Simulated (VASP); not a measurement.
A run of VASP 6.6.1:

Contents of INCAR:

```
SYSTEM = Ru
PREC     = Accurate       ! precision mode
ENCUT    = 500            ! plane-wave cutoff, eV
EDIFF    = 1E-6           ! SCF threshold, eV
ISMEAR   = -1             ! smearing method
SIGMA    = 0.05           ! smearing width, eV
LREAL    = .FALSE.        ! projectors in reciprocal space
LASPH    = .TRUE.         ! aspherical terms in the spheres
NELM     = 200            ! most SCF steps
ALGO     = Normal         ! electronic algorithm
ISIF     = 2              ! what is computed and relaxed
LWAVE    = .FALSE.        ! write WAVECAR
LCHARG   = .FALSE.        ! write CHGCAR
ISPIN    = 2              ! spin polarisation
MAGMOM   = 1 -1           ! initial moments
LORBIT   = 11             ! projections on sites
LMAXMIX  = 4              ! l up to which the mixer works
LDAU     = .TRUE.         ! DFT+U
LDAUTYPE = 2            
LDAUL    = 2              ! shell
LDAUU    = 4              ! U, eV
LDAUJ    = 0            
LDAUPRINT= 1            
GGA      = PE             ! functional
NBANDS   = 25             ! bands
GGA_COMPAT= .FALSE.
```

The input KPOINTS:

```
regular mesh
0
G
  4 4 3
  0 0 0
```

Contents of POSCAR:

```
Ru
1.0
    2.6558950320      0.0000000000      0.0000000000
    0.0000000000      2.6558950320      0.0000000000
    0.0000000000      0.0000000000      3.7560027745
Ru
2
Direct
    0.0000000000      0.0000000000      0.0000000000
    0.5000000000      0.5000000000      0.5000000000
```

Potentials or basis: VASP PAW PBE potentials, release 64 (Ru_pv).

The run is started by

```sh
$ cat potpaw_PBE.64/Ru_pv/POTCAR > POTCAR
$ mpirun -np 1 vasp_std > vasp.out
```

Hardware: 1 thread of AMD EPYC 7R13 (shared host).

Q: Estimate the wall time of this run.

A: Wall time 28 s on 1 thread of AMD EPYC 7R13, on a shared host, peak memory 0.11 GiB. Counts: scf iterations 16, k points 12.
